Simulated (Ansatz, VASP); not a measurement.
## One calculation of O, two programs

The input INCAR:

```
PREC     = Accurate       # precision mode
ENCUT    = 520            # plane-wave cutoff, eV
EDIFF    = 1E-8           # SCF threshold, eV
ISMEAR   = -1             # smearing method
SIGMA    = 0.08           # smearing width, eV
LREAL    = False          # projectors in reciprocal space
LASPH    = True           # aspherical terms in the spheres
NELM     = 60             # most SCF steps
ALGO     = Normal         # electronic algorithm
ISIF     = 2              # what is computed and relaxed
LWAVE    = False          # write WAVECAR
LCHARG   = False          # write CHGCAR
GGA      = CA             # functional
LEFG     = True         
NBANDS   = 13             # bands
```

KPOINTS

```
regular mesh
0
Gamma
  14 14 14
```

The input POSCAR:

```
O
1.0
    0.0000000000      1.9147547599      3.9501433705
    1.5215354374      0.0000000000      3.9501433705
    1.5215354374      1.9147547599      0.0000000000
O
2
Direct
    0.4210980000      0.4210980000      0.5789020000
    0.5789020000      0.5789020000      0.4210980000
```

Input for Ansatz:

```yaml
crystal:
  lattice:
    - [0.0, 1.9147547599, 3.9501433705]
    - [1.5215354374, 0.0, 3.9501433705]
    - [1.5215354374, 1.9147547599, 0.0]
  atoms:
    - { symbol: O, position: [0.421098, 0.421098, 0.578902] }
    - { symbol: O, position: [0.578902, 0.578902, 0.421098] }
kpoints:
  mp_grid: { grid: [14, 14, 14] }
scf:
  occupations: { method: fermi_dirac, width: 0.08 }
hamiltonian:
  xc: lda
  pseudopotentials: { kind: all_electron, datasets: crystal }
output:
  forces: true
  stress: true
  eigenvalues: true
  efg: { contact_densities: true }
```

Change from the starting cell: volume scaled by 1.04, crystal datasets.

Alike in both runs: task electric field gradients; functional LDA; k mesh 14 × 14 × 14; occupations fermi-dirac, width 0.08 eV; no spin polarisation.

```csv
,VASP,Ansatz
version,VASP 6.6.1,Ansatz 0.2.0
potentials or method,"VASP PAW LDA potentials, release 64 (O), cutoff 520 eV","all-electron PAW with datasets made for the crystal, scalar-relativistic"
```

Ansatz gave:

| Item | Value |
| --- | --- |
| pressure (GPa) | -14.5 |
| traceless stress, the component that is largest in VASP (GPa) | -12.78 |
| rms of the force components (eV/Å) | 1.736 |
| size of Vzz on the site where it differs most (V/Å²) | 127.0 |

Question: What did VASP give for the same quantities?

Answer: Pressure (GPa): -11.8; traceless stress, the component that is largest in VASP (GPa): -6.69; rms of the force components (eV/Å): 1.116; size of Vzz on the site where it differs most (V/Å²): 134.3.

LDA's correlation is that of Perdew and Zunger in VASP and of Perdew and Wang (1992) in Ansatz. Atom by atom the forces differ by 0.620 eV/Å (rms over components). Ansatz ran all-electron here, and VASP with PAW potentials.

Noted on VASP's run: the standard files for N, O and F lose accuracy on very short bonds; spin is off for a triplet molecule.
